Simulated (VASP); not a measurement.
# AsHF (P4/mmm) in VASP: notebook

AsHF is run at these levels: PBE; tasks: single point.

All numbers are computed with VASP 6.6.1; they aren't measurements. Logs are shortened: lines on timing, memory, paths and dates and some standing lists are left out, and cuts for length are marked.

## 1. The cell of the first run

It takes space group P4/mmm (No. 123, tetragonal). Conventional cell: a = 3.113 Å, b = 3.113 Å, c = 3.390 Å, α = 90.00°, β = 90.00°, γ = 90.00°. Within 2.3 Å of H (site symmetry 4/mmm) lie 2 As at 1.70 Å and 4 F at 2.20 Å. As (site symmetry 4/mmm) has 2 H at 1.70 Å within 2.3 Å. Within 2.9 Å of F (site symmetry 4/mmm) lie 4 H at 2.20 Å and 8 As at 2.78 Å.

The cell was generated, and may not be a known phase.

## 2. Single point, PBE

The input, INCAR:

```
SYSTEM = AsHF
PREC = Accurate
ENCUT = 600
EDIFF = 1E-6
ISMEAR = 0
SIGMA = 0.1
LREAL = .FALSE.
LASPH = .TRUE.
NELM = 120
ALGO = Normal
ISIF = 2
LWAVE = .FALSE.
LCHARG = .FALSE.
GGA = PE
NBANDS = 14
GGA_COMPAT = .FALSE.
```

The input, KPOINTS:

```
Automatic mesh
0
G
  4 4 6
  0 0 0
```

The input, POSCAR:

```
AsHF
1.0
    3.1132685275      0.0000000000      0.0000000000
    0.0000000000      3.1132685275      0.0000000000
    0.0000000000      0.0000000000      3.3900241318
H As F
1 1 1
Direct
    0.5000000000      0.5000000000      0.5000000000
    0.5000000000      0.5000000000      0.0000000000
    0.0000000000      0.0000000000      0.5000000000
```

Potentials or basis: VASP PAW PBE potentials, release 64 (H, As, F).

Command:

```
> cat potpaw_PBE.64/H/POTCAR potpaw_PBE.64/As/POTCAR potpaw_PBE.64/F/POTCAR > POTCAR
> mpirun -np 1 vasp_std > vasp.out
```

OUTCAR:

```text
SYSTEM = AsHF
   PREC = Accurate
   ENCUT = 600
   EDIFF = 1E-6
   ISMEAR = 0
   LREAL = .FALSE.
   LASPH = .TRUE.
   NELM = 120
   ISIF = 2
   GGA = PE

 ion  position               nearest neighbor table
   1  0.500  0.500  0.500-   2 1.70   2 1.70
   2  0.500  0.500  0.000-   1 1.70   1 1.70
   3  0.000  0.000  0.500-

  LATTYP: Found a simple tetragonal cell.
 ALAT       =     3.1132685275
 C/A-ratio  =     1.0888955135

  Lattice vectors:

 A1 = (   3.1132685275,   0.0000000000,   0.0000000000)
 A2 = (   0.0000000000,   3.1132685275,   0.0000000000)
 A3 = (   0.0000000000,   0.0000000000,   3.3900241318)

Analysis of symmetry for initial positions (statically):
=====================================================================
 Subroutine PRICEL returns:
 Original cell was already a primitive cell.

 Routine SETGRP: Setting up the symmetry group for a
 simple tetragonal supercell.

 Subroutine GETGRP returns: Found 16 space group operations
 (whereof 16 operations were pure point group operations)
 out of a pool of 16 trial point group operations.

The static configuration has the point symmetry D_4h.

Analysis of symmetry for dynamics (positions and initial velocities):
=====================================================================
 Subroutine PRICEL returns:
 Original cell was already a primitive cell.

 Routine SETGRP: Setting up the symmetry group for a
 simple tetragonal supercell.

 Subroutine GETGRP returns: Found 16 space group operations
 (whereof 16 operations were pure point group operations)
 out of a pool of 16 trial point group operations.

The dynamic configuration has the point symmetry D_4h.

 Subroutine INISYM returns: Found 16 space group operations
 (whereof 16 operations are pure point group operations),
 and found     1 'primitive' translations

----------------------------------------------------------------------------------------

                                     Primitive cell

  volume of cell :      32.8576

  direct lattice vectors                    reciprocal lattice vectors
     3.113268527  0.000000000  0.000000000     0.321205830  0.000000000  0.000000000
     0.000000000  3.113268527  0.000000000     0.000000000  0.321205830  0.000000000
     0.000000000  0.000000000  3.390024132     0.000000000  0.000000000  0.294983151

  length of vectors
     3.113268527  3.113268527  3.390024132     0.321205830  0.321205830  0.294983151

  position of ions in fractional coordinates (direct lattice)
     0.500000000  0.500000000  0.500000000
     0.500000000  0.500000000  0.000000000
     0.000000000  0.000000000  0.500000000

  ion indices of the primitive-cell ions
   primitive index   ion index
                 1           1
                 2           2
                 3           3

----------------------------------------------------------------------------------------

 KPOINTS: Automatic mesh

Automatic generation of k-mesh.
 Grid dimensions read from file:
 generate k-points for:    4    4    6

 Generating k-lattice:

  Cartesian coordinates                     Fractional coordinates (reciprocal lattice)
     0.080301457  0.000000000  0.000000000     0.250000000  0.000000000  0.000000000
     0.000000000  0.080301457  0.000000000     0.000000000  0.250000000  0.000000000
     0.000000000  0.000000000  0.049163858     0.000000000  0.000000000  0.166666667

  Length of vectors
     0.080301457  0.080301457  0.049163858

  Shift w.r.t. Gamma in fractional coordinates (k-lattice)
     0.000000000  0.000000000  0.000000000

 Subroutine IBZKPT returns following result:
 ===========================================

 Found     24 irreducible k-points:

 Following reciprocal coordinates:
            Coordinates               Weight
  0.000000  0.000000  0.000000      1.000000
  0.250000  0.000000  0.000000      4.000000
  0.500000  0.000000  0.000000      2.000000
  0.250000  0.250000  0.000000      4.000000
  0.500000  0.250000  0.000000      4.000000
  0.500000  0.500000  0.000000      1.000000
[... 16 lines left out ...]
  0.500000  0.250000  0.500000      4.000000
  0.500000  0.500000  0.500000      1.000000
   k-points           NKPTS =     24   k-points in BZ     NKDIM =     24   number of bands    NBANDS=     14
   number of dos      NEDOS =    301   number of ions     NIONS =      3
   total plane-waves  NPLWV =  21952
   dimension x,y,z NGX =    28 NGY =   28 NGZ =   28
   dimension x,y,z NGXF=    56 NGYF=   56 NGZF=   56
   ions per type =               1   1   1
   NGX,Y,Z   is equivalent  to a cutoff of  14.95, 14.95, 13.73 a.u.
   NGXF,Y,Z  is equivalent  to a cutoff of  29.90, 29.90, 27.46 a.u.
 SYSTEM =  AsHF
   PREC   = accura    normal or accurate (medium, high low for compatibility)
   ISTART =      0    job   : 0-new  1-cont  2-samecut
   ICHARG =      2    charge: 1-file 2-atom 10-const
   ISPIN  =      1    spin polarized calculation?
   LNONCOLLINEAR =      F non collinear calculations
   LSORBIT =      F    spin-orbit coupling
   LASPH  =      T    aspherical Exc in radial PAW
   ENCUT  =  600.0 eV  44.10 Ry    6.64 a.u.   6.22  6.22  6.77*2*pi/ulx,y,z
   NELM   =    120;   NELMIN=  2; NELMDL= -5     # of ELM steps
   EDIFF  = 0.1E-05   stopping-criterion for ELM
   LREAL  =      F    real-space projection
   EDIFFG = 0.1E-04   stopping-criterion for IOM
   NSW    =      0    number of steps for IOM
   IBRION =     -1    ionic relax: 0-MD 1-quasi-New 2-CG
   NFREE  =      0    steps in history (QN), initial steepest desc. (CG)
   ISIF   =      2    stress and relaxation
   ISYM   =      2    0-nonsym 1-usesym 2-fastsym
   POTIM  = 0.5000    time-step for ionic-motion
   TEBEG  =    0.0;   TEEND  =   0.0 temperature during run
   PSTRESS=    0.0 pullay stress
   NELECT =      13.0000    total number of electrons
   NUPDOWN=      -1.0000    fix difference up-down
   EMIN   =  10.00;   EMAX   =-10.00  energy-range for DOS
   EFERMI =   0.00;   METHOD = LEGACY
   ISMEAR =     0;   SIGMA  =   0.10  broadening in eV -4-tet -1-fermi 0-gaus
   EFERMI_NEDOS =   21; number of points for ismear=-14 and -15
   IALGO  =     38    algorithm
   IMIX   =      4    mixing-type and parameters
     AMIX     =   0.40;   BMIX     =  1.00
     AMIX_MAG =   1.60;   BMIX_MAG =  1.00
  volume/ion in A,a.u.               =      10.95        73.91
  Fermi-wavevector in a.u.,A,eV,Ry     =   1.201833  2.271134 19.652275  1.444401
  Thomas-Fermi vector in A             =   2.337631
   LORBIT       =      0    0 simple, 1 ext, 2 COOP (PROOUT), +10 PAW based schemes
   GGA     = PE    functional components
   LHFCALC =     F    Hartree Fock is set to
   AEXX    =    0.0000 exact exchange contribution
   IVDW    =     0    specifies the selected vdW correction
   LEPSILON=     F    determine dielectric tensor
   LRPA    =     F    only Hartree local field effects (RPA)
 non-spin polarized calculation
 Gauss-broadening in eV      SIGMA  =   0.10
  energy-cutoff  :      600.00
  volume of cell :       32.86
 maximum number of plane-waves:      1128
 NGX is ok and might be reduce to    28
   NGX = 13   NGY = 13   NGZ = 13

 number of electron      12.9999992 magnetization

 Free energy of the ion-electron system (eV)
  ---------------------------------------------------
  ext. energy  EPLUGINS =         0.00000000
  ---------------------------------------------------
  free energy    TOTEN  =       -10.03469184 eV

  energy without entropy =      -10.02647594  energy(sigma->0) =      -10.03058389

 E-fermi :   3.4381     XC(G=0): -10.3771

 val. band max:        3.3886061665   @ k =   0.2500   0.0000   0.1667
 cond. band min:       3.4787446434   @ k =   0.5000   0.5000   0.0000
 fundamental gap:      0.0901384768
 Fermi energy:         3.4380597229

 k-point     1 :       0.0000    0.0000    0.0000
  band No.  band energies     occupation
      1     -18.7174      2.00000
      2      -9.0568      2.00000
      3      -0.5885      2.00000
      4       0.0375      2.00000
      5       0.0375      2.00000
      6       3.6587      0.00180
      7       5.0212      0.00000
      8       6.6684      0.00000
      9       6.6684      0.00000
     10      11.1934      0.00000
     11      14.7045      0.00000
     12      20.9551      0.00000
     13      20.9551      0.00000
     14      22.7903      0.00000

 k-point     2 :       0.2500    0.0000    0.0000
  band No.  band energies     occupation
      1     -18.5965      2.00000
      2      -8.9482      2.00000
      3      -0.3373      2.00000
      4      -0.2494      2.00000
      5       0.2477      2.00000
      6       3.0922      2.00000
      7       4.6713      0.00000
      8       4.7752      0.00000
      9       6.6678      0.00000
     10      13.5089      0.00000
     11      18.0454      0.00000
     12      18.2975      0.00000
     13      18.4106      0.00000
     14      19.5725      0.00000

 k-point     3 :       0.5000    0.0000    0.0000
  band No.  band energies     occupation
      1     -18.4706      2.00000
      2      -8.8500      2.00000
      3       0.1527      2.00000
      4       0.1742      2.00000
      5       0.4746      2.00000
      6       0.5010      2.00000
      7       4.4478      0.00000
      8       5.1203      0.00000
      9       6.6468      0.00000
     10      15.3199      0.00000
     11      15.9841      0.00000
     12      16.6003      0.00000
     13      18.0232      0.00000
     14      20.1205      0.00000

 k-point     4 :       0.2500    0.2500    0.0000
  band No.  band energies     occupation
      1     -18.5001      2.00000
      2      -8.6175      2.00000
      3      -1.0590      2.00000
      4      -0.0098      2.00000
      5       0.4636      2.00000
      6       2.3217      2.00000
      7       4.3413      0.00000
      8       4.8432      0.00000
      9       5.9005      0.00000
     10      14.7021      0.00000
     11      17.2860      0.00000
     12      17.5206      0.00000
     13      18.6802      0.00000
     14      19.4435      0.00000

 k-point     5 :       0.5000    0.2500    0.0000
  band No.  band energies     occupation
      1     -18.4007      2.00000
      2      -8.2326      2.00000
      3      -1.3608      2.00000
      4      -0.4451      2.00000
      5       0.2522      2.00000
      6       2.2465      2.00000
      7       3.6102      0.01493
      8       4.8973      0.00000
      9       6.5310      0.00000
     10      12.7713      0.00000
     11      16.0772      0.00000
[... 276 lines left out ...]
 k-point    22 :       0.2500    0.2500    0.5000
  band No.  band energies     occupation
      1     -18.4070      2.00000
      2      -6.9374      2.00000
      3      -4.1081      2.00000
      4      -0.5291      2.00000
      5      -0.1882      2.00000
      6       1.2185      2.00000
      7       3.2100      1.99874
      8       4.8691      0.00000
      9      12.4567      0.00000
     10      13.8172      0.00000
     11      15.7128      0.00000
     12      17.6423      0.00000
     13      18.9234      0.00000
     14      19.4702      0.00000

 k-point    23 :       0.5000    0.2500    0.5000
  band No.  band energies     occupation
      1     -18.3327      2.00000
      2      -5.9130      2.00000
      3      -4.0803      2.00000
      4      -1.5869      2.00000
      5      -0.1250      2.00000
      6       0.7258      2.00000
      7       2.7331      2.00000
      8       3.9821      0.00000
      9      11.6327      0.00000
     10      13.9755      0.00000
     11      13.9827      0.00000
     12      18.0618      0.00000
     13      19.8829      0.00000
     14      24.0985      0.00000

 k-point    24 :       0.5000    0.5000    0.5000
  band No.  band energies     occupation
      1     -18.2748      2.00000
      2      -5.0478      2.00000
      3      -3.0185      2.00000
      4      -0.7184      2.00000
      5      -0.7184      2.00000
      6      -0.4840      2.00000
      7       1.4757      2.00000
      8       1.4757      2.00000
      9      12.6283      0.00000
     10      13.1101      0.00000
     11      13.1101      0.00000
     12      18.3783      0.00000
     13      22.3621      0.00000
     14      23.9946      0.00000

------------------------ aborting loop because EDIFF is reached ----------------------------------------

  FORCE on cell =-STRESS in cart. coord.  units (eV):
  Direction    XX          YY          ZZ          XY          YZ          ZX
  --------------------------------------------------------------------------------------
  -------------------------------------------------------------------------------------
  Total       -0.1120550     -0.1120550     -0.0364904      0.0000000      0.0000000      0.0000000
  in kB       -5.4639409     -5.4639409     -1.7793165      0.0000000      0.0000000      0.0000000
  external PRESSURE =      -4.2357327 kB  Pullay stress =       0.0000000 kB

 VOLUME and BASIS-vectors are now :
 -----------------------------------------------------------------------------
  energy-cutoff  :      600.00
  volume of cell :       32.86
      direct lattice vectors                 reciprocal lattice vectors
     3.113268527  0.000000000  0.000000000     0.321205830  0.000000000  0.000000000
     0.000000000  3.113268527  0.000000000     0.000000000  0.321205830  0.000000000
     0.000000000  0.000000000  3.390024132     0.000000000  0.000000000  0.294983151

 POSITION                                       TOTAL-FORCE (eV/Angst)
 -----------------------------------------------------------------------------------
      1.55663      1.55663      1.69501         0.000000      0.000000      0.000000
      1.55663      1.55663      0.00000         0.000000      0.000000      0.000000
      0.00000      0.00000      1.69501         0.000000      0.000000      0.000000
 -----------------------------------------------------------------------------------
    total drift:                               -0.000000      0.000000      0.000000

  FREE ENERGIE OF THE ION-ELECTRON SYSTEM (eV)
  ---------------------------------------------------
  free  energy   TOTEN  =       -10.0346918444 eV

  energy  without entropy=      -10.0264759445  energy(sigma->0) =      -10.03058389
```

Run time: 12 s. Hardware: 1 thread of Oxide Virtual Turin-like, shared host; peak memory 0.13 GiB.

What came out:

- Free energy: -10.0347 eV
- Pressure: -0.4 GPa
- Band gap on the k mesh: zero (an odd number of electrons rules out a gap without spin polarisation)

Caveat: the k points lie up to 0.50 Å⁻¹ apart, too coarse for converged energies and pressures of a metal; an odd number of electrons without spin polarisation forces a metal; a magnetic or distorted state may lie lower.

## 3. Single point, PBE

This run uses another cell than the first one, of 17.43 Å³/atom.

The input, INCAR:

```
PREC = Accurate
ENCUT = 600
EDIFF = 1E-6
ISMEAR = 0
SIGMA = 0.1
LREAL = False
LASPH = True
NELM = 120
ALGO = Normal
ISIF = 2
LWAVE = False
LCHARG = True
GGA = PE
LELF = True
LVHAR = True
NBANDS = 14
GGA_COMPAT = False
```

The input, KPOINTS:

```
Automatic mesh
0
Gamma
  4 4 6
```

The input, POSCAR:

```
AsHF
1.0
    4.0601734500      0.0000000000      0.0000000000
    0.0000000000      4.0601734500      0.0000000000
    0.0000000000      0.0000000000      3.1713609800
H As F
1 1 1
Direct
    0.5000000000      0.5000000000      0.5000000000
    0.5000000000      0.5000000000      0.0000000000
    0.0000000000      0.0000000000      0.5000000000
```

Potentials or basis: VASP PAW PBE potentials, release 64 (H, As, F).

Command:

```
> cat potpaw_PBE.64/H/POTCAR potpaw_PBE.64/As/POTCAR potpaw_PBE.64/F/POTCAR > POTCAR
> mpirun -np 1 vasp_std > vasp.out
```

Run time: 17 s. Hardware: 1 thread of Oxide Virtual Turin-like, shared host; peak memory 0.15 GiB.

Results (log left out):

* Free energy: -8.5533 eV
* Pressure: -3.1 GPa
* Band gap on the k mesh: zero (an odd number of electrons rules out a gap without spin polarisation)

Stress tensor (GPa, compression positive):
```
-11.58   0.00   0.00
  0.00 -11.58   0.00
  0.00   0.00  13.98
```

Levels at points of the mesh, in eV from the Fermi level:
```csv
k point,band 4,band 5,band 6,band 7,band 8,band 9
"(0.00, 0.00, 0.00)",-2.24,-1.25,0.47,0.47,1.72,1.77
"(0.50, 0.00, 0.00)",-1.84,-1.82,-1.18,-0.02,1.76,2.13
"(0.50, 0.50, 0.00)",-3.20,-1.17,0.03,0.03,1.88,2.44
"(0.00, 0.00, 0.50)",-1.95,-1.71,-1.71,1.10,1.10,9.19
"(0.50, 0.00, 0.50)",-2.57,-1.69,-1.66,0.45,1.29,6.09
"(0.50, 0.50, 0.50)",-2.07,-1.97,-1.97,-0.22,-0.22,7.23
```

Caveat: the k points lie up to 0.39 Å⁻¹ apart, too coarse for converged energies and pressures of a metal; an odd number of electrons without spin polarisation forces a metal; a magnetic or distorted state may lie lower.

The gap in the log of VASP goes by the Fermi energy; the results here count the filled bands.